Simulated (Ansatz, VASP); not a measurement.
**Al in VASP and in Ansatz**

```
CELL_PARAMETERS angstrom
4.49160 0.00000 0.00000
-2.24580 3.88984 0.00000
0.00000 0.00000 2.72260
ATOMIC_POSITIONS crystal
Al 0.33333 0.66667 0.00000
Al 0.66667 0.33333 0.00000
```

Alike in both runs: functional PBE; dispersion D3(BJ); k mesh 12 × 12 × 20; occupations gaussian, width 0.1 eV; no spin polarisation.

Ansatz relaxed the structure, and its values are those at the end. VASP's run is a single point on that final structure, the one shown.

```csv
,VASP,Ansatz
version,VASP 6.6.1,Ansatz 0.2.0
potentials or method,"VASP PAW PBE potentials, release 64 (Al), cutoff 520 eV","scalar-relativistic, plane waves, PAW"
valence electrons in the cell,6,6
```

|  | VASP | Ansatz | Ansatz less VASP |
| --- | --- | --- | --- |
| gap on the k mesh at the Fermi level (eV) | none | none | - |
| pressure (GPa) | 0.0 | 0.0 | +0.02 |

A gap of «none» marks a metal or a gap that the smearing closes.
